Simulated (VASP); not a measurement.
Write the native input for VASP 6.6.1 that does the following.

- Task: single point
- Functional: LDA
- Potentials or basis: VASP PAW LDA potentials, release 64 (Nb_sv)
- Cutoff: 520 eV
- k mesh: 16 × 16 × 16
- Occupations: fermi-dirac, width 0.1 eV
- Spin: no spin polarisation
- Dipole correction: no
- Further INCAR settings: ALGO = Normal; EDIFF = 1e-06; NBANDS = 12

The structure of Nb lies in POSCAR:

```
Nb
1.0
   -1.5562979472      1.5562979472      1.5562979472
    1.5562979472     -1.5562979472      1.5562979472
    1.5562979472      1.5562979472     -1.5562979472
Nb
1
Direct
    0.0000000000      0.0000000000      0.0000000000
```

This cell differs from its parent crystal: volume scaled by 0.88.

The input as run:

INCAR

```
  ALGO = Normal
  EDIFF = 1E-6
  ENCUT = 520
  GGA = CA
  ISIF = 2
  ISMEAR = -1
  LASPH = T
  LCHARG = F
  LREAL = F
  LWAVE = F
  NBANDS = 12
  NELM = 60
  PREC = Accurate
  SIGMA = 0.1
```

KPOINTS

```
k-points
0
Gamma
  16 16 16
```

Potentials or basis: VASP PAW LDA potentials, release 64 (Nb_sv).

The run is started by

```console
$ cat potpaw_LDA.64/Nb_sv/POTCAR > POTCAR
$ mpirun -np 1 vasp_std > vasp.out
```

It gave:

* Pressure: 31.0 GPa

Wall time 47 s on 1 thread of AMD EPYC 7571, on a shared host, peak memory 0.1 GiB.
